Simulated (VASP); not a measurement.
Si (a cell with a defect): single point with PBE

Si (a cell with a defect):

```
Si
1.0
    10.86000    0.00000    0.00000
     0.00000   10.86000    0.00000
     0.00000    0.00000   10.86000
Si
63
Cartesian
  5.4300 0.0000 0.0000
  6.7967 1.3659 1.3667
  8.1463 2.7137 0.0005
  9.4941 4.0633 1.3667
  8.1666 -0.0122 2.7365
  9.5294 1.3306 4.0995
  0.0000 0.0000 0.0000
  1.3553 1.3553 1.3551
  2.7137 2.7137 -0.0005
  4.0736 4.0736 1.3564
  5.4300 5.4300 0.0000
  6.7864 6.7864 1.3564
  8.1463 8.1463 -0.0005
  9.5047 9.5047 1.3551
  2.6935 0.0122 2.7365
  4.0749 1.3553 4.0747
  5.4305 2.7137 2.7163
  6.7967 4.0633 4.0642
  8.1463 5.4295 2.7163
  9.5047 6.7851 4.0747
  5.4300 0.0000 5.4300
  6.7851 1.3553 6.7853
  8.1665 2.6935 5.4422
  9.5047 4.0749 6.7853
  8.1665 0.0122 8.1235
  9.5047 1.3553 9.5049
  0.0000 5.4300 0.0000
  1.3658 6.7966 1.3666
  2.7137 8.1463 0.0005
  4.0634 9.4942 1.3666
  0.0122 2.6934 2.7365
  1.3553 4.0749 4.0747
  2.7137 5.4305 2.7163
  4.0634 6.7966 4.0642
  5.4295 8.1463 2.7163
  6.7851 9.5047 4.0747
  1.3306 -1.3306 4.0994
  1.3305 1.3306 6.7606
  2.6935 2.6934 5.4178
  4.0633 4.0633 6.7959
  5.4300 5.4300 5.4300
  6.7967 6.7967 6.7959
  8.1666 8.1665 5.4178
  9.5294 9.5295 6.7606
  2.6935 -0.0122 8.1234
  4.0633 1.3659 9.4933
  5.4295 2.7137 8.1437
  6.7864 4.0736 9.5036
  8.1463 5.4305 8.1437
  9.4941 6.7967 9.4933
  -0.0122 8.1665 2.7365
  0.0000 5.4300 5.4300
  1.3553 6.7851 6.7853
  2.6935 8.1665 5.4422
  4.0749 9.5047 6.7853
  -0.0122 2.6935 8.1235
  1.3658 4.0633 9.4933
  2.7137 5.4295 8.1437
  4.0736 6.7864 9.5036
  5.4305 8.1463 8.1437
  6.7967 9.4942 9.4933
  0.0122 8.1665 8.1234
  1.3553 9.5047 9.5049
```

```json
{"Program": "VASP 6.6.1", "Task": "single point", "Functional": "PBE", "Potentials or basis": "VASP PAW PBE potentials, release 64 (Si)", "Cutoff": "520 eV", "k mesh": "1 × 1 × 1", "Occupations": "gaussian, width 0.05 eV", "Spin": "collinear spin"}
```

```json
{"Largest force": "0.019 eV/Å", "Net moment": "1.00 μB per cell", "Site moments": "Si +0.01, +0.00, +0.06, -0.00 (each value once) μB", "Valence electrons inside the program's atomic spheres": "Si 1.68, 1.70, 1.69, 1.64 (each value once)"}
```

Forces in eV/Å, atoms in the order of the input:
```
Si   0.000  0.000  0.000
Si  -0.002  0.000 -0.002
Si   0.005 -0.005  0.005
Si   0.000  0.002 -0.002
Si  -0.006  0.000 -0.006
Si   0.011 -0.011  0.011
Si   0.000  0.000  0.000
Si   0.002  0.002  0.006
Si  -0.005 -0.005 -0.005
Si  -0.003 -0.003  0.003
Si   0.000  0.000  0.000
Si   0.003  0.003  0.003
Si   0.005  0.005 -0.005
Si  -0.002 -0.002  0.006
Si   0.006 -0.001 -0.006
Si  -0.006  0.002 -0.002
Si   0.005 -0.005  0.005
Si  -0.002  0.002  0.000
Si   0.005 -0.005  0.005
Si  -0.002  0.006 -0.002
Si   0.000  0.000  0.000
Si   0.005  0.002  0.002
Si  -0.006  0.006  0.000
Si  -0.002 -0.005  0.002
Si  -0.006  0.000  0.006
Si  -0.002  0.002 -0.005
Si   0.000  0.000  0.000
Si   0.000 -0.002 -0.002
Si  -0.005  0.005  0.005
Si   0.002  0.000 -0.002
Si   0.000  0.006 -0.006
Si   0.002 -0.006 -0.002
Si  -0.005  0.005  0.005
Si   0.002 -0.002  0.000
Si  -0.005  0.005  0.005
Si   0.006 -0.002 -0.002
Si  -0.011  0.011  0.011
Si  -0.011 -0.011 -0.011
Si   0.006  0.006  0.000
Si   0.002  0.002  0.000
Si   0.000  0.000  0.000
Si  -0.002 -0.002  0.000
Si  -0.006 -0.006  0.000
Si   0.011  0.011 -0.011
Si   0.006  0.000  0.006
Si   0.002  0.000  0.002
Si  -0.005 -0.005 -0.005
Si   0.003 -0.003 -0.003
Si   0.005  0.005 -0.005
Si   0.000 -0.002  0.002
Si   0.001 -0.006 -0.006
Si   0.000  0.000  0.000
Si   0.002  0.006  0.002
Si   0.006 -0.006 -0.001
Si  -0.006 -0.002  0.002
Si   0.000  0.006  0.006
Si   0.000  0.002  0.002
Si  -0.005 -0.005 -0.005
Si  -0.003  0.003 -0.003
Si   0.005  0.005 -0.005
Si  -0.002  0.000  0.002
Si   0.000 -0.006  0.006
Si   0.002 -0.002 -0.006
```

Levels at points of the mesh, in eV from the Fermi level:
Spin up:
```csv
k point,band 121,band 122,band 123,band 124,band 125,band 126,band 127,band 128,band 129,band 130
"(0.00, 0.00, 0.00)",-1.71,-1.71,-0.84,-0.84,-0.84,0.01,0.02,0.02,0.25,0.25
```
Spin down:
```tsv
k point	band 123	band 124	band 125	band 126	band 127	band 128
(0.00, 0.00, 0.00)	-0.79	-0.79	-0.79	0.15	0.15	0.15
```

It took 17 min on 1 thread of Intel(R) Xeon(R) Platinum 8259CL CPU @ 2.50GHz (Skylake/Cascade Lake), on a shared host, peak memory 1.5 GiB.

Caveat: the k points lie up to 0.58 Å⁻¹ apart; the cell carries a net charge on a neutralising background, which shifts energy and pressure; the cell is charged against a uniform background, so pressure and absolute levels hang on convention.
